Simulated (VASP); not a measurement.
# Ag (R-3m) in VASP: notebook

Ag is run at these levels: PBEsol; tasks: single point.

All numbers are computed with VASP 6.6.1; they aren't measurements. Logs are shortened: lines on timing, memory, paths and dates and some standing lists are left out, and cuts for length are marked.

## Step 1: The cell of the first run

It takes space group R-3m (No. 166, trigonal). The conventional cell has a = 2.886 Å, b = 2.886 Å, c = 21.173 Å, α = 90.00°, β = 90.00°, γ = 120.00°. Within 3.8 Å of Ag (site symmetry 3m) lie 12 Ag at 2.88 to 2.89 Å. Within 3.8 Å of Ag (site symmetry -3m) lie 12 Ag at 2.88 to 2.89 Å.

## Step 2: Single point, PBEsol

INCAR

```
PREC = Accurate
ENCUT = 520
EDIFF = 1E-6
ISMEAR = -1
SIGMA = 0.05
LREAL = F
LASPH = T
NELM = 100
ALGO = Fast
ISIF = 2
LWAVE = F
LCHARG = F
GGA = PS
NBANDS = 24
```

KPOINTS

```
regular mesh
0
Gamma
  10 10 10
```

POSCAR

```
Ag
1.0
    1.4429765387      0.8331028931      7.0575750582
   -1.4429765387      0.8331028931      7.0575750582
    0.0000000000     -1.6662057860      7.0575750582
Ag
3
Direct
    0.2222810000      0.2222810000      0.2222810000
    0.7777190000      0.7777190000      0.7777190000
    0.0000000000      0.0000000000      0.0000000000
```

Potentials or basis: VASP PAW PBE potentials, release 64 (Ag).

Run with:

```sh
$ cat potpaw_PBE.64/Ag/POTCAR > POTCAR
$ mpirun -np 1 vasp_std > vasp.out
```

OUTCAR:

```text
PREC = Accurate
   ENCUT = 520
   EDIFF = 1E-6
   ISMEAR = -1
   LREAL = F
   LASPH = T
   NELM = 100
   ISIF = 2
   GGA = PS

 ion  position               nearest neighbor table
   1  0.222  0.222  0.222-   3 2.88   3 2.88   3 2.88   2 2.88   2 2.88   2 2.88
   2  0.778  0.778  0.778-   3 2.88   3 2.88   3 2.88   1 2.88   1 2.88   1 2.88
   3  0.000  0.000  0.000-   2 2.88   1 2.88   2 2.88   2 2.88   1 2.88   1 2.88

  LATTYP: Found a trigonal (rhomboedric) cell.
 ALAT       =     7.2515934403
 COS(alpha) =     0.9208079399

  Lattice vectors:

 A1 = (   1.4429765387,   0.8331028931,   7.0575750582)
 A2 = (  -1.4429765387,   0.8331028931,   7.0575750582)
 A3 = (   0.0000000000,  -1.6662057860,   7.0575750582)

Analysis of symmetry for initial positions (statically):
=====================================================================
 Subroutine PRICEL returns:
 Original cell was already a primitive cell.

 Routine SETGRP: Setting up the symmetry group for a
 trigonal (rhombohedral) supercell.

 Subroutine GETGRP returns: Found 12 space group operations
 (whereof 12 operations were pure point group operations)
 out of a pool of 12 trial point group operations.

The static configuration has the point symmetry D_3d.

Analysis of symmetry for dynamics (positions and initial velocities):
=====================================================================
 Subroutine PRICEL returns:
 Original cell was already a primitive cell.

 Routine SETGRP: Setting up the symmetry group for a
 trigonal (rhombohedral) supercell.

 Subroutine GETGRP returns: Found 12 space group operations
 (whereof 12 operations were pure point group operations)
 out of a pool of 12 trial point group operations.

The dynamic configuration has the point symmetry D_3d.

 Subroutine INISYM returns: Found 12 space group operations
 (whereof 12 operations are pure point group operations),
 and found     1 'primitive' translations

----------------------------------------------------------------------------------------

                                     Primitive cell

  volume of cell :      50.9055

  direct lattice vectors                    reciprocal lattice vectors
     1.442976539  0.833102893  7.057575058     0.346505980  0.200055321  0.047230576
    -1.442976539  0.833102893  7.057575058    -0.346505980  0.200055321  0.047230576
     0.000000000 -1.666205786  7.057575058     0.000000000 -0.400110642  0.047230576
[... 79 lines left out ...]
   ICHARG =      2    charge: 1-file 2-atom 10-const
   ISPIN  =      1    spin polarized calculation?
   LNONCOLLINEAR =      F non collinear calculations
   LSORBIT =      F    spin-orbit coupling
   LASPH  =      T    aspherical Exc in radial PAW
   ENCUT  =  520.0 eV  38.22 Ry    6.18 a.u.  13.48 13.48 13.48*2*pi/ulx,y,z
   NELM   =    100;   NELMIN=  2; NELMDL= -5     # of ELM steps
   EDIFF  = 0.1E-05   stopping-criterion for ELM
   LREAL  =      F    real-space projection
   EDIFFG = 0.1E-04   stopping-criterion for IOM
   NSW    =      0    number of steps for IOM
   IBRION =     -1    ionic relax: 0-MD 1-quasi-New 2-CG
   NFREE  =      0    steps in history (QN), initial steepest desc. (CG)
   ISIF   =      2    stress and relaxation
   ISYM   =      2    0-nonsym 1-usesym 2-fastsym
   POTIM  = 0.5000    time-step for ionic-motion
   TEBEG  =    0.0;   TEEND  =   0.0 temperature during run
   PSTRESS=    0.0 pullay stress
   NELECT =      33.0000    total number of electrons
   NUPDOWN=      -1.0000    fix difference up-down
   EMIN   =  10.00;   EMAX   =-10.00  energy-range for DOS
   EFERMI =   0.00;   METHOD = LEGACY
   ISMEAR =    -1;   SIGMA  =   0.05  broadening in eV -4-tet -1-fermi 0-gaus
   EFERMI_NEDOS =   21; number of points for ismear=-14 and -15
   IALGO  =     68    algorithm
   IMIX   =      4    mixing-type and parameters
     AMIX     =   0.40;   BMIX     =  1.00
     AMIX_MAG =   1.60;   BMIX_MAG =  1.00
  volume/ion in A,a.u.               =      16.97       114.51
  Fermi-wavevector in a.u.,A,eV,Ry     =   1.416852  2.677463 27.313295  2.007471
  Thomas-Fermi vector in A             =   2.538144
   LORBIT       =      0    0 simple, 1 ext, 2 COOP (PROOUT), +10 PAW based schemes
   GGA     = PS    functional components
   LHFCALC =     F    Hartree Fock is set to
   AEXX    =    0.0000 exact exchange contribution
   IVDW    =     0    specifies the selected vdW correction
   LEPSILON=     F    determine dielectric tensor
   LRPA    =     F    only Hartree local field effects (RPA)
 non-spin polarized calculation
 RMM-DIIS sequential band-by-band and
  energy-cutoff  :      520.00
  volume of cell :       50.91
 maximum number of plane-waves:      1413
 NGX is ok and might be reduce to    54
   NGX = 27   NGY = 27   NGZ = 27

 number of electron      33.0000009 magnetization

 Free energy of the ion-electron system (eV)
  ---------------------------------------------------
  ext. energy  EPLUGINS =         0.00000000
  ---------------------------------------------------
  free energy    TOTEN  =        -9.88879684 eV

  energy without entropy =       -9.87974427  energy(sigma->0) =       -9.88427056

 E-fermi :   8.2203     XC(G=0): -12.4393

 val. band max:        8.2045143593   @ k =  -0.2000   0.1000   0.1000
 cond. band min:       8.2349181279   @ k =  -0.2000  -0.3000   0.1000
 fundamental gap:      0.0304037686
 Fermi energy:         8.2203115555

 k-point     1 :       0.0000    0.0000    0.0000
  band No.  band energies     occupation
      1       0.4325      2.00000
      2       1.9904      2.00000
      3       2.0009      2.00000
      4       3.4996      2.00000
      5       3.4996      2.00000
      6       3.5187      2.00000
[... 637 lines left out ...]
     23      20.5981      0.00000
     24      21.4824      0.00000

 [... further k-points ...]
[... 5 lines left out ...]
  --------------------------------------------------------------------------------------
  -------------------------------------------------------------------------------------
  Total       -0.5182422     -0.5182422     -0.7071850      0.0000000     -0.0000000      0.0000000
  in kB      -16.3109300    -16.3109300    -22.2576326      0.0000000     -0.0000000      0.0000000
  external PRESSURE =     -18.2931642 kB  Pullay stress =       0.0000000 kB

 VOLUME and BASIS-vectors are now :
 -----------------------------------------------------------------------------
  energy-cutoff  :      520.00
  volume of cell :       50.91
      direct lattice vectors                 reciprocal lattice vectors
     1.442976539  0.833102893  7.057575058     0.346505980  0.200055321  0.047230576
    -1.442976539  0.833102893  7.057575058    -0.346505980  0.200055321  0.047230576
     0.000000000 -1.666205786  7.057575058     0.000000000 -0.400110642  0.047230576

 POSITION                                       TOTAL-FORCE (eV/Angst)
 -----------------------------------------------------------------------------------
      0.00000      0.00000      4.70629         0.000000      0.000000      0.004514
      0.00000      0.00000     16.46643         0.000000     -0.000000     -0.004514
      0.00000      0.00000      0.00000         0.000000      0.000000      0.000000
 -----------------------------------------------------------------------------------
    total drift:                                0.000000     -0.000000      0.000000

  FREE ENERGIE OF THE ION-ELECTRON SYSTEM (eV)
  ---------------------------------------------------
  free  energy   TOTEN  =        -9.8887968439 eV

  energy  without entropy=       -9.8797442664  energy(sigma->0) =       -9.88427056
```

OSZICAR:

```text
N       E                     dE             d eps       ncg     rms          rms(c)
DAV:   1     0.207853998646E+03    0.20785E+03   -0.16462E+04  5600   0.133E+03
DAV:   2    -0.740504549458E+01   -0.21526E+03   -0.20072E+03  5800   0.310E+02
DAV:   3    -0.109230721343E+02   -0.35180E+01   -0.35058E+01  6736   0.464E+01
DAV:   4    -0.109362073972E+02   -0.13135E-01   -0.13134E-01  6296   0.272E+00
DAV:   5    -0.109363394912E+02   -0.13209E-03   -0.13209E-03  6744   0.298E-01    0.976E+00
RMM:   6    -0.992652798795E+01    0.10098E+01   -0.27279E+00  5568   0.121E+01    0.582E+00
RMM:   7    -0.989992997483E+01    0.26598E-01   -0.58774E-02  5745   0.188E+00    0.332E+00
RMM:   8    -0.988889579142E+01    0.11034E-01   -0.45131E-03  5893   0.566E-01    0.326E-01
RMM:   9    -0.988878139914E+01    0.11439E-03   -0.64975E-04  6023   0.182E-01    0.514E-02
RMM:  10    -0.988879971393E+01   -0.18315E-04   -0.11691E-04  6119   0.687E-02    0.718E-02
RMM:  11    -0.988879635132E+01    0.33626E-05   -0.24418E-05  6103   0.370E-02    0.125E-02
RMM:  12    -0.988879684393E+01   -0.49261E-06   -0.42090E-06  5031   0.127E-02
   1 F= -.98887968E+01 E0= -.98842706E+01  d E =-.905258E-02
```

stdout:

```text
POSCAR found type information on POSCAR Ag
 POSCAR found :  1 types and       3 ions
 scaLAPACK will be used
 -----------------------------------------------------------------------------
|                                                                             |
|                                                                             |
|     You enforced a specific xc type in the INCAR file but a different       |
|     I HOPE YOU KNOW WHAT YOU ARE DOING!                                     |
|                                                                             |
 -----------------------------------------------------------------------------

 LDA part: xc-table for (Slater+PW92), standard interpolation
 POSCAR, INCAR and KPOINTS ok, starting setup
 FFT: planning ... GRIDC
 FFT: planning ... GRID_SOFT
 FFT: planning ... GRID
 WAVECAR not read
 entering main loop
```

Wall time 20 min (1 thread of Intel Xeon Platinum 8488C (Sapphire Rapids), shared host); peak memory 0.44 GiB.

Results:

```yaml
Free_energy: -9.8888 eV
Pressure: -1.8 GPa
Largest_force: 0.005 eV/Å
Band_gap_on_the_k_mesh: zero (an odd number of electrons rules out a gap without spin polarisation)
```

Forces in eV/Å, atoms in the order of the input:
```
Ag   0.000  0.000  0.005
Ag   0.000  0.000 -0.005
Ag   0.000  0.000  0.000
```

Stress tensor (GPa, compression positive):
```
-1.63  0.00  0.00
 0.00 -1.63  0.00
 0.00  0.00 -2.23
```

Levels at points of the mesh, in eV from the Fermi level:
```csv
k point,band 14,band 15,band 16,band 17,band 18,band 19,band 20,band 21
"(0.00, 0.00, 0.00)",-3.28,-3.21,-3.21,-3.09,-3.09,8.07,8.09,15.57
"(0.50, 0.00, 0.00)",-2.73,-2.73,-0.05,1.24,1.36,5.04,5.19,6.39
"(0.50, 0.50, 0.00)",-2.73,-2.69,0.23,0.58,1.61,4.20,6.08,8.44
"(0.50, 0.50, 0.50)",-3.54,-3.54,-2.92,-2.92,-0.38,3.71,14.18,14.35
```

Caveat: the PAW data sets were made with another functional, which shifts forces and pressure a little.

## Step 3: Single point, PBEsol

This run uses another cell than the first one, of 17.33 Å³/atom.

INCAR

```
SYSTEM = Ag
PREC     = Accurate       ! precision mode
ENCUT    = 520            ! plane-wave cutoff, eV
EDIFF    = 1E-6           ! SCF threshold, eV
ISMEAR   = -1             ! smearing method
SIGMA    = 0.05           ! smearing width, eV
LREAL    = .FALSE.        ! projectors in reciprocal space
LASPH    = .TRUE.         ! aspherical terms in the spheres
NELM     = 100            ! most SCF steps
ALGO     = Fast           ! electronic algorithm
ISIF     = 2              ! what is computed and relaxed
LWAVE    = .FALSE.        ! write WAVECAR
LCHARG   = .FALSE.        ! write CHGCAR
GGA      = PS             ! functional
NBANDS   = 24             ! bands
```

KPOINTS

```
regular mesh
0
G
  10 10 10
  0 0 0
```

POSCAR

```
Ag
1.0
    1.4531386801      0.8389700082      7.1072779285
   -1.4531386801      0.8389700082      7.1072779285
    0.0000000000     -1.6779400162      7.1072779285
Ag
3
Direct
    0.2222810000      0.2222810000      0.2222810000
    0.7777190000      0.7777190000      0.7777190000
    0.0000000000      0.0000000000      0.0000000000
```

Potentials or basis: VASP PAW PBE potentials, release 64 (Ag).

Run with:

```sh
$ cat potpaw_PBE.64/Ag/POTCAR > POTCAR
$ mpirun -np 1 vasp_std > vasp.out
```

Run time: 18 min. Hardware: 1 thread of Intel Xeon Platinum 8488C (Sapphire Rapids), shared host; peak memory 0.44 GiB.

It converged, with:

| Property | Result |
| --- | --- |
| Free energy | -9.8695 eV |
| Pressure | -3.9 GPa |
| Largest force | 0.003 eV/Å |
| Band gap on the k mesh | zero (an odd number of electrons rules out a gap without spin polarisation) |

Forces in eV/Å, atoms in the order of the input:
```
Ag   0.000  0.000  0.003
Ag   0.000  0.000 -0.003
Ag   0.000  0.000  0.000
```

Stress tensor (GPa, compression positive):
```
-3.73  0.00  0.00
 0.00 -3.73  0.00
 0.00  0.00 -4.30
```

Levels at points of the mesh, in eV from the Fermi level:
```csv
k point,band 15,band 16,band 17,band 18,band 19,band 20
"(0.00, 0.00, 0.00)",-3.18,-3.18,-3.07,-3.07,7.93,7.95
"(0.50, 0.00, 0.00)",-2.73,-0.02,1.25,1.33,4.92,5.09
"(0.50, 0.50, 0.00)",-2.69,0.27,0.57,1.57,4.09,5.98
"(0.50, 0.50, 0.50)",-3.50,-2.91,-2.91,-0.32,3.59,14.06
```

Caveat: the cell stands under tension; the PAW data sets were made with another functional, which shifts forces and pressure a little.

(Continued in part 2 of 3.)
